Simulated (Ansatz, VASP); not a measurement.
# One calculation of LaRe, two programs

```
CELL_PARAMETERS angstrom
3.55950 0.00000 0.00000
0.00000 3.55950 0.00000
0.00000 0.00000 3.55950
ATOMIC_POSITIONS crystal
La 0.00000 0.00000 0.00000
Re 0.50000 0.50000 0.50000
```

Alike in both runs: task single point; functional PBE; k mesh 10 × 10 × 10; occupations gaussian, width 0.05 eV; no spin polarisation.

```csv
,VASP,Ansatz
version,VASP 6.6.1,Ansatz 0.2.0
potentials or method,"VASP PAW PBE potentials, release 64 (La, Re), cutoff 520 eV","scalar-relativistic, plane waves, PAW"
valence electrons in the cell,18,26
```

```csv
,VASP,Ansatz,Ansatz less VASP
gap on the k mesh at the Fermi level (eV),none,none,-
pressure (GPa),2.0,2.0,+0.03
```

A gap of «none» marks a metal or a gap that the smearing closes. The functional is the same, so the differences come from potentials, cutoffs and numerics. VASP's potentials hold 18 valence electrons a cell and Ansatz's 26, so a difference there can come from the potentials and not from the codes.

Spin-orbit coupling is off throughout.
